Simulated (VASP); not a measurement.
The system is Hf4Cl.

```xyz
5
Lattice="5.6338 0.0000 0.0000 -2.8169 4.8790 0.0000 0.0000 0.0000 4.6378" Properties=species:S:1:pos:R:3 pbc="T T T"
Hf    2.8169    0.0000    0.0000
Hf   -1.4084    2.4395    0.0000
Hf    1.4084    2.4395    0.0000
Hf    0.0000    0.0000    2.3189
Cl    0.0000    0.0000    0.0000
```

The cell was generated, and may not be a known phase.

```yaml
Program: VASP 6.6.1
Task: relaxation of cell and atoms
Functional: PBE
Potentials_or_basis: VASP PAW PBE potentials, release 64 (Hf_pv, Cl)
Cutoff: 600 eV
k_mesh: 6 × 6 × 4
Occupations: gaussian, width 0.1 eV
Spin: no spin polarisation
```

At the start: pressure -0.1 GPa; volume 25.50 Å³/atom.

Problem. How do energy, volume and symmetry change on relaxing?

Solution. Over 3 steps the energy falls by 11.2 meV/atom and the volume is 25.46 Å³/atom (-0.2 %); space group P6/mmm (No. 191, to 0.1 Å) before and after.

Step by step:
| step | energy change (eV) | largest force (eV/Å) | pressure (GPa) | volume (Å³) |
| --- | --- | --- | --- | --- |
| 1 | 0.0000 | 0.0000 | -0.06 | 127.48 |
| 2 | -0.0506 | 0.0000 | 0.37 | 127.21 |
| 3 | -0.0559 | 0.0000 | 0.21 | 127.29 |

Final structure:
```
Hf Cl
1.0
     5.69687    0.00000    0.00000
    -2.84844    4.93364    0.00000
     0.00000    0.00000    4.52879
Hf Cl
4 1
Direct
  0.50000 0.00000 0.00000
  0.00000 0.50000 0.00000
  0.50000 0.50000 0.00000
  0.00000 0.00000 0.50000
  0.00000 0.00000 0.00000
```

Caveat: an odd number of electrons without spin polarisation forces a metal; a magnetic or distorted state may lie lower.
